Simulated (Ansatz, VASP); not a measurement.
Given: the input of a run of VASP 6.6.1 on GaN.

Contents of POSCAR:

```
GaN
1.0
    0.0000000000      2.2535006075      2.2535006075
    2.2535006075      0.0000000000      2.2535006075
    2.2535006075      2.2535006075      0.0000000000
Ga N
1 1
Direct
    0.0000000000      0.0000000000      0.0000000000
    0.2500000000      0.2500000000      0.2500000000
```

Contents of INCAR.step1:

```
SYSTEM = GaN
  PREC = Accurate
  ENCUT = 910
  EDIFF = 1E-5
  ISMEAR = -1
  SIGMA = 0.05
  LREAL = .False.
  LASPH = .True.
  NELM = 120
  ALGO = Normal
  ISIF = 2
  LWAVE = .True.
  LCHARG = .False.
  NBANDS = 16
  GGA = PE
  GGA_COMPAT = .False.
```

INCAR.step2

```
SYSTEM = GaN
  PREC = Accurate
  ENCUT = 910
  EDIFF = 1E-6
  ISMEAR = -1
  SIGMA = 0.05
  LREAL = .False.
  LASPH = .True.
  NELM = 120
  ALGO = Normal
  ISIF = 2
  LWAVE = .False.
  LCHARG = .False.
  GGA = B5
  LHFCALC = .True.
  AEXX = 0.2
  AGGAX = 0.72
  AGGAC = 0.81
  ALDAC = 0.19
  PRECFOCK = Normal
  NBANDS = 16
  ISTART = 1
  GGA_COMPAT = .False.
```

The input KPOINTS:

```
Automatic mesh
0
Gamma
  5 5 5
  0 0 0
```

Potentials or basis: VASP PAW PBE potentials, release 64 (Ga_d, N_h).

The run is started by

```console
$ cat potpaw_PBE.64/Ga_d/POTCAR potpaw_PBE.64/N_h/POTCAR > POTCAR
$ cp INCAR.step1 INCAR
$ mpirun -np 1 vasp_std > vasp.out
$ cp INCAR.step2 INCAR
$ mpirun -np 1 vasp_std > vasp.out
```

Q: Set up the same calculation for Ansatz 0.2.0. Potentials there: Ansatz PAW.

A: As run (the cutoff follows the program's own potentials):

The input input.yaml:

```yaml
crystal:
  lattice:
    - [0.0, 2.2535006075, 2.2535006075]
    - [2.2535006075, 0.0, 2.2535006075]
    - [2.2535006075, 2.2535006075, 0.0]
  atoms:
    - { symbol: Ga, position: [0.0, 0.0, 0.0] }
    - { symbol: "N", position: [0.25, 0.25, 0.25] }
hamiltonian:
  xc: b3lyp5
  pseudopotentials: { kind: paw }
kpoints:
  mp_grid: { grid: [5, 5, 5] }
scf:
  occupations: { method: fermi_dirac, width: 0.05 }
output:
  forces: true
  stress: true
  eigenvalues: true
```

Potentials or basis: Ansatz PAW.

Launch:

```sh
$ ansatz run input.yaml --threads 2 --pin off --max-ram 5632MiB --backend cpu --events-out ev --progress --plain --runs-dir out
```

Both were run:

|  | VASP | Ansatz | Ansatz less VASP |
| --- | --- | --- | --- |
| gap on the k mesh at the Fermi level (eV) | 3.43 | 3.40 | -0.029 |
| least direct gap on the mesh (eV) | 3.43 | 3.40 | -0.029 |

VASP's potentials were made for PBE, not for B3LYP5. With one functional, cell and mesh, what is left measures potentials, basis and numerics.

The k mesh is coarse, so the values compare programs but aren't converged. Noted on VASP's run: the cutoff is short for stress, so the pressure is rough. Noted on Ansatz's run: odd divisions of the mesh miss points on the zone boundary, where band edges often lie, so the gap on the mesh can be too wide.
